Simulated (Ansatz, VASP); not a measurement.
# One calculation of Ti, two programs

Contents of INCAR:

```
  PREC = Accurate
  ENCUT = 500
  EDIFF = 1E-6
  ISMEAR = -1
  SIGMA = 0.05
  LREAL = F
  LASPH = T
  NELM = 120
  ALGO = Normal
  ISIF = 2
  LWAVE = F
  LCHARG = T
  GGA = PS
  LELF = T
  LVHAR = T
  NBANDS = 19
  GGA_COMPAT = F
```

File KPOINTS:

```
regular mesh
0
Gamma
  15 15 8
```

File POSCAR:

```
Ti
1.0
    2.7766043641      0.0000000000      0.0000000000
   -1.3883021821      2.4046099156      0.0000000000
    0.0000000000      0.0000000000      4.4101396098
Ti
2
Direct
    0.3333333333      0.6666666667      0.2500000000
    0.6666666667      0.3333333333      0.7500000000
```

Input for Ansatz:

```yaml
crystal:
  lattice:
    - [2.7766043641, 0.0, 0.0]
    - [-1.3883021821, 2.4046099156, 0.0]
    - [0.0, 0.0, 4.4101396098]
  atoms:
    - { symbol: Ti, position: [0.3333333333, 0.6666666667, 0.25] }
    - { symbol: Ti, position: [0.6666666667, 0.3333333333, 0.75] }
kpoints:
  mp_grid: { grid: [15, 15, 8] }
scf:
  occupations: { method: fermi_dirac, width: 0.05 }
hamiltonian:
  xc: pbesol
  pseudopotentials: { kind: all_electron, lapw: { basis_error: 0.001 } }
output:
  forces: true
  stress: true
  eigenvalues: true
  populations: true
```

Change from the starting cell: volume scaled by 0.88, LAPW.

Alike in both runs: task single point; functional PBEsol; k mesh 15 × 15 × 8; occupations fermi-dirac, width 0.05 eV; no spin polarisation.

|  | VASP | Ansatz |
| --- | --- | --- |
| version | VASP 6.6.1 | Ansatz 0.2.0 |
| potentials or method | VASP PAW PBE potentials, release 64 (Ti_sv), cutoff 500 eV | all-electron LAPW, scalar-relativistic |

Ansatz gave:

```
pressure (GPa) : 18.9
```

Task: Which values does VASP return?

Result: Pressure (GPa): 18.3.

VASP's potentials were made for PBE, not for PBEsol. Ansatz ran all-electron here, and VASP with PAW potentials.
